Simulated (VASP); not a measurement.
# PbO2 in VASP: single point with PBE

Aim: the single point of PbO2 with PBE.

Everything below comes from runs of VASP 6.6.1. Logs are shortened: lines on timing, memory, paths and dates and some standing lists are left out, and cuts for length are marked.

### Step 1. The cell of the first run

The typed cell holds 6 atoms: a = 6.346 Å, b = 3.953 Å, c = 3.953 Å, α = 98.87°, β = 90.00°, γ = 90.00°.

The cell was generated, and may not be a known phase.

### Step 2. Single point, PBE

INCAR

```
ALGO     = Normal         # electronic algorithm
EDIFF    = 1E-6           # SCF threshold, eV
ENCUT    = 520            # plane-wave cutoff, eV
GGA      = PE             # functional
ISIF     = 2              # what is computed and relaxed
ISMEAR   = 0              # smearing method
LASPH    = True           # aspherical terms in the spheres
LCHARG   = False          # write CHGCAR
LREAL    = False          # projectors in reciprocal space
LWAVE    = False          # write WAVECAR
NBANDS   = 35             # bands
NELM     = 100            # most SCF steps
PREC     = Accurate       # precision mode
SIGMA    = 0.02           # smearing width, eV
```

KPOINTS

```
k-points
0
Gamma
  6 10 10
```

POSCAR

```
PbO2
1.0
    6.3461961536      0.0000000000      0.0000000000
    0.0000000000      3.0027954443      2.5704909603
    0.0000000000     -3.0027954443      2.5704909603
Pb O
2 4
Direct
    0.0000000000      0.8967227157      0.8967227157
    0.5000000000      0.3967227157      0.3967227157
    0.9081834711      0.4763228476      0.3170733124
    0.4081834711      0.8170733124      0.9763228476
    0.5918165289      0.9763228476      0.8170733124
    0.0918165289      0.3170733124      0.4763228476
```

Potentials or basis: VASP PAW PBE potentials, release 64 (Pb_d, O).

The run is started by

```bash
cat potpaw_PBE.64/Pb_d/POTCAR potpaw_PBE.64/O/POTCAR > POTCAR
mpirun -np 1 vasp_std > vasp.out
```

OUTCAR:

```text
EDIFF = 1E-6
   ENCUT = 520
   GGA = PE
   ISIF = 2
   ISMEAR = 0
   LASPH = True
   LREAL = False
   NELM = 100
   PREC = Accurate

 ion  position               nearest neighbor table
   1  0.000  0.897  0.897-   3 2.59   6 2.59   5 2.63   4 2.63   3 2.68   6 2.68   3 2.68   6 2.68
                             2 4.08   2 4.08   2 4.08   2 4.08
   2  0.500  0.397  0.397-   4 2.59   5 2.59   3 2.63   6 2.63   5 2.68   4 2.68   5 2.68   4 2.68
                             1 4.08   1 4.08   1 4.08   1 4.08
   3  0.908  0.476  0.317-   6 1.51   1 2.59   2 2.63   1 2.68   1 2.68
   4  0.408  0.817  0.976-   5 1.51   2 2.59   1 2.63   2 2.68   2 2.68
   5  0.592  0.976  0.817-   4 1.51   2 2.59   1 2.63   2 2.68   2 2.68
   6  0.092  0.317  0.476-   3 1.51   1 2.59   2 2.63   1 2.68   1 2.68

  LATTYP: Found a base centered orthorhombic cell.
 ALAT       =     5.1409819206
 B/A-ratio  =     1.1681797332
 C/A-ratio  =     1.2344326924

  Lattice vectors:

 A1 = (   0.0000000000,   3.0027954443,   2.5704909603)
 A2 = (   0.0000000000,  -3.0027954443,   2.5704909603)
 A3 = (   6.3461961536,   0.0000000000,   0.0000000000)

Analysis of symmetry for initial positions (statically):
=====================================================================
 Subroutine PRICEL returns:
 Original cell was already a primitive cell.

 Routine SETGRP: Setting up the symmetry group for a
 base centered orthorhombic supercell.

 Subroutine GETGRP returns: Found  4 space group operations
 (whereof  2 operations were pure point group operations)
 out of a pool of  8 trial point group operations.

The static configuration has the point symmetry C_2 .
 The point group associated with its full space group is C_2v.

Analysis of symmetry for dynamics (positions and initial velocities):
=====================================================================
 Subroutine PRICEL returns:
 Original cell was already a primitive cell.

 Routine SETGRP: Setting up the symmetry group for a
 base centered orthorhombic supercell.

 Subroutine GETGRP returns: Found  4 space group operations
 (whereof  2 operations were pure point group operations)
 out of a pool of  8 trial point group operations.

The dynamic configuration has the point symmetry C_2 .
 The point group associated with its full space group is C_2v.

 Subroutine INISYM returns: Found  4 space group operations
 (whereof  2 operations are pure point group operations),
 and found     1 'primitive' translations

----------------------------------------------------------------------------------------

                                     Primitive cell

  volume of cell :      97.9682

  direct lattice vectors                    reciprocal lattice vectors
     6.346196154  0.000000000  0.000000000     0.157574707  0.000000000  0.000000000
     0.000000000  3.002795444  2.570490960     0.000000000  0.166511509  0.194515370
     0.000000000 -3.002795444  2.570490960     0.000000000 -0.166511509  0.194515370

  length of vectors
     6.346196154  3.952746420  3.952746420     0.157574707  0.256051385  0.256051385

  position of ions in fractional coordinates (direct lattice)
     0.000000000  0.896722716  0.896722716
     0.500000000  0.396722716  0.396722716
     0.908183471  0.476322848  0.317073312
     0.408183471  0.817073312  0.976322848
     0.591816529  0.976322848  0.817073312
     0.091816529  0.317073312  0.476322848

  ion indices of the primitive-cell ions
   primitive index   ion index
                 1           1
                 2           2
                 3           3
                 4           4
                 5           5
                 6           6

----------------------------------------------------------------------------------------

 KPOINTS: k-points

Automatic generation of k-mesh.
 Grid dimensions read from file:
 generate k-points for:    6   10   10

 Generating k-lattice:

  Cartesian coordinates                     Fractional coordinates (reciprocal lattice)
     0.026262451  0.000000000  0.000000000     0.166666667  0.000000000  0.000000000
     0.000000000  0.016651151  0.019451537     0.000000000  0.100000000 -0.000000000
     0.000000000 -0.016651151  0.019451537     0.000000000 -0.000000000  0.100000000

  Length of vectors
     0.026262451  0.025605138  0.025605138

  Shift w.r.t. Gamma in fractional coordinates (k-lattice)
     0.000000000  0.000000000  0.000000000

 Subroutine IBZKPT returns following result:
 ===========================================

 Found    124 irreducible k-points:

 Following reciprocal coordinates:
            Coordinates               Weight
  0.000000  0.000000  0.000000      1.000000
  0.166667  0.000000  0.000000      2.000000
  0.333333  0.000000  0.000000      2.000000
  0.500000  0.000000  0.000000      1.000000
  0.000000  0.100000  0.000000      4.000000
  0.166667  0.100000  0.000000      8.000000
[... 16 lines left out ...]
  0.333333  0.500000  0.000000      4.000000
  0.500000  0.500000  0.000000      2.000000
 [... further k-points ...]
   k-points           NKPTS =    124   k-points in BZ     NKDIM =    124   number of bands    NBANDS=     35
   number of dos      NEDOS =    301   number of ions     NIONS =      6
   total plane-waves  NPLWV =  43200
   dimension x,y,z NGX =    48 NGY =   30 NGZ =   30
   dimension x,y,z NGXF=    96 NGYF=   60 NGZF=   60
   ions per type =               2   4
   NGX,Y,Z   is equivalent  to a cutoff of  12.57, 12.62, 12.62 a.u.
   NGXF,Y,Z  is equivalent  to a cutoff of  25.15, 25.24, 25.24 a.u.
 SYSTEM =  unknown system
   PREC   = accura    normal or accurate (medium, high low for compatibility)
   ISTART =      0    job   : 0-new  1-cont  2-samecut
   ICHARG =      2    charge: 1-file 2-atom 10-const
   ISPIN  =      1    spin polarized calculation?
   LNONCOLLINEAR =      F non collinear calculations
   LSORBIT =      F    spin-orbit coupling
   LASPH  =      T    aspherical Exc in radial PAW
   ENCUT  =  520.0 eV  38.22 Ry    6.18 a.u.  11.80  7.35  7.35*2*pi/ulx,y,z
   NELM   =    100;   NELMIN=  2; NELMDL= -5     # of ELM steps
   EDIFF  = 0.1E-05   stopping-criterion for ELM
   LREAL  =      F    real-space projection
   EDIFFG = 0.1E-04   stopping-criterion for IOM
   NSW    =      0    number of steps for IOM
   IBRION =     -1    ionic relax: 0-MD 1-quasi-New 2-CG
   NFREE  =      0    steps in history (QN), initial steepest desc. (CG)
   ISIF   =      2    stress and relaxation
   ISYM   =      2    0-nonsym 1-usesym 2-fastsym
   POTIM  = 0.5000    time-step for ionic-motion
   TEBEG  =    0.0;   TEEND  =   0.0 temperature during run
   PSTRESS=    0.0 pullay stress
   NELECT =      52.0000    total number of electrons
   NUPDOWN=      -1.0000    fix difference up-down
   EMIN   =  10.00;   EMAX   =-10.00  energy-range for DOS
   EFERMI =   0.00;   METHOD = LEGACY
   ISMEAR =     0;   SIGMA  =   0.02  broadening in eV -4-tet -1-fermi 0-gaus
   EFERMI_NEDOS =   21; number of points for ismear=-14 and -15
   IALGO  =     38    algorithm
   IMIX   =      4    mixing-type and parameters
     AMIX     =   0.40;   BMIX     =  1.00
     AMIX_MAG =   1.60;   BMIX_MAG =  1.00
  volume/ion in A,a.u.               =      16.33       110.19
  Fermi-wavevector in a.u.,A,eV,Ry     =   1.325503  2.504838 23.904881  1.756959
  Thomas-Fermi vector in A             =   2.454959
   LORBIT       =      0    0 simple, 1 ext, 2 COOP (PROOUT), +10 PAW based schemes
   GGA     = PE    functional components
   LHFCALC =     F    Hartree Fock is set to
   AEXX    =    0.0000 exact exchange contribution
   IVDW    =     0    specifies the selected vdW correction
   LEPSILON=     F    determine dielectric tensor
   LRPA    =     F    only Hartree local field effects (RPA)
 non-spin polarized calculation
 Gauss-broadening in eV      SIGMA  =   0.02
  energy-cutoff  :      520.00
  volume of cell :       97.97
 maximum number of plane-waves:      2680
 NGX is ok and might be reduce to    48
   NGX = 23   NGY = 15   NGZ = 15

 number of electron      51.9999996 magnetization

 Free energy of the ion-electron system (eV)
  ---------------------------------------------------
  ext. energy  EPLUGINS =         0.00000000
  ---------------------------------------------------
  free energy    TOTEN  =       -30.28873241 eV

  energy without entropy =      -30.28873241  energy(sigma->0) =      -30.28873241

 E-fermi :   5.4427     XC(G=0):  -9.9882

 val. band max:        5.3551599589   @ k =   0.0000   0.3000   0.3000
 cond. band min:       5.7778152301   @ k =   0.0000   0.0000   0.0000
 fundamental gap:      0.4226552712
 Fermi energy:         5.4426806672

 k-point     1 :       0.0000    0.0000    0.0000
  band No.  band energies     occupation
      1     -16.4485      2.00000
      2     -16.3052      2.00000
      3     -11.6171      2.00000
      4     -11.5962      2.00000
      5     -11.5757      2.00000
      6     -11.5665      2.00000
[... 27 lines left out ...]
     34      11.5956      0.00000
     35      12.4923      0.00000

 k-point     2 :       0.1667    0.0000    0.0000
  band No.  band energies     occupation
      1     -16.4355      2.00000
      2     -16.3111      2.00000
      3     -11.6157      2.00000
      4     -11.5975      2.00000
      5     -11.5959      2.00000
      6     -11.5703      2.00000
[... 27 lines left out ...]
     34      11.3726      0.00000
     35      12.8066      0.00000

 k-point     3 :       0.3333    0.0000    0.0000
  band No.  band energies     occupation
      1     -16.4023      2.00000
      2     -16.3300      2.00000
      3     -11.6534      2.00000
      4     -11.6118      2.00000
      5     -11.6091      2.00000
      6     -11.6013      2.00000
[... 27 lines left out ...]
     34      11.0897      0.00000
     35      13.3598      0.00000
[... 723 lines left out ...]
 k-point    23 :       0.3333    0.5000    0.0000
  band No.  band energies     occupation
      1     -16.2366      2.00000
      2     -16.2366      2.00000
      3     -11.8975      2.00000
      4     -11.8975      2.00000
      5     -11.5879      2.00000
      6     -11.5879      2.00000
[... 27 lines left out ...]
     34      10.8494      0.00000
     35      14.1229      0.00000

 k-point    24 :       0.5000    0.5000    0.0000
  band No.  band energies     occupation
      1     -16.2326      2.00000
      2     -16.2326      2.00000
      3     -11.9248      2.00000
      4     -11.9248      2.00000
      5     -11.5907      2.00000
      6     -11.5907      2.00000
[... 27 lines left out ...]
     34      10.8787      0.00000
     35      13.9417      0.00000

 [... further k-points ...]

------------------------ aborting loop because EDIFF is reached ----------------------------------------

  FORCE on cell =-STRESS in cart. coord.  units (eV):
  Direction    XX          YY          ZZ          XY          YZ          ZX
  --------------------------------------------------------------------------------------
  -------------------------------------------------------------------------------------
  Total        0.1667027      0.0999088     -0.0520135      0.0000000      0.0000000      0.0000000
  in kB        2.7262637      1.6339126     -0.8506305      0.0000000      0.0000000      0.0000000
  external PRESSURE =       1.1698486 kB  Pullay stress =       0.0000000 kB

 VOLUME and BASIS-vectors are now :
 -----------------------------------------------------------------------------
  energy-cutoff  :      520.00
  volume of cell :       97.97
      direct lattice vectors                 reciprocal lattice vectors
     6.346196154  0.000000000  0.000000000     0.157574707  0.000000000  0.000000000
     0.000000000  3.002795444  2.570490960     0.000000000  0.166511509  0.194515370
     0.000000000 -3.002795444  2.570490960     0.000000000 -0.166511509  0.194515370

 POSITION                                       TOTAL-FORCE (eV/Angst)
 -----------------------------------------------------------------------------------
      0.00000      0.00000      4.61004         0.000000      0.000000     -0.000424
      3.17310      0.00000      2.03954         0.000000      0.000000     -0.000424
      5.76351      0.47819      2.03942        -0.125898      0.102706      0.000212
      2.59041     -0.47819      4.60991        -0.125898     -0.102706      0.000212
      3.75578      0.47819      4.60991         0.125898      0.102706      0.000212
      0.58269     -0.47819      2.03942         0.125898     -0.102706      0.000212
 -----------------------------------------------------------------------------------
    total drift:                                0.000000     -0.000001     -0.001152

  FREE ENERGIE OF THE ION-ELECTRON SYSTEM (eV)
  ---------------------------------------------------
  free  energy   TOTEN  =       -30.2887324096 eV

  energy  without entropy=      -30.2887324096  energy(sigma->0) =      -30.28873241
```

It took 5.1 min on 1 thread of Oxide Virtual Turin-like, shared host; peak memory 0.4 GiB.

Results:

| Property | Result |
| --- | --- |
| Free energy | -30.2887 eV |
| Pressure | 0.1 GPa |
| Largest force | 0.162 eV/Å |
| Band gap on the k mesh | 0.42 eV (least direct gap 0.62 eV) |

Forces on the atoms (eV/Å):
```
Pb   0.000  0.000  0.000
Pb   0.000  0.000  0.000
O   -0.126  0.103  0.000
O   -0.126 -0.103  0.000
O    0.126  0.103  0.000
O    0.126 -0.103  0.000
```

Stress tensor (GPa, compression positive):
```
 0.27  0.00  0.00
 0.00  0.16  0.00
 0.00  0.00 -0.09
```

Caveat: spin-orbit coupling is left out, which moves the levels of the heavy elements. A k mesh can miss the band edges.
